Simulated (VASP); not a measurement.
# AlN (wurtzite): single point with LDA

The system is AlN (wurtzite).

```xyz
4
Lattice="3.0733 0.0000 0.0000 -1.5367 2.6616 0.0000 0.0000 0.0000 4.9433" Properties=species:S:1:pos:R:3 pbc="T T T"
Al    0.0000    1.7744    0.0023
Al    1.5367    0.8872    2.4740
N     0.0000    1.7744    1.8860
N     1.5367    0.8872    4.3577
```

```
Program                : VASP 6.6.1
Task                   : single point
Functional             : LDA
Potentials or basis    : VASP PAW LDA potentials, release 64 (Al, N)
Cutoff                 : 520 eV
k mesh                 : 8 × 8 × 5
Occupations            : gaussian, width 0.01 eV
Spin                   : no spin polarisation
Dipole correction      : no
Further INCAR settings : ALGO = Normal; EDIFF = 1e-06; NBANDS = 16
```

* Pressure: 2.9 GPa
* Band gap on the k mesh: 4.54 eV, direct

Stress tensor (GPa, compression positive):
```
3.41 0.00 0.00
0.00 3.41 0.00
0.00 0.00 1.77
```

Levels at points of the mesh, in eV from the valence-band top:
```tsv
k point	band 6	band 7	band 8	band 9	band 10	band 11
(0.00, 0.00, 0.00)	-0.19	-0.19	0.00	4.54	6.90	10.73
(0.50, 0.00, 0.00)	-2.11	-1.83	-0.68	5.74	5.81	8.39
```

It took 8.6 s on 1 thread of Intel(R) Xeon(R) Platinum 8488C (Sapphire Rapids), with other jobs on the host, peak memory 0.12 GiB.

A k mesh can miss the band edges. A hybrid or GW would open this gap; LDA tends to underestimate it.
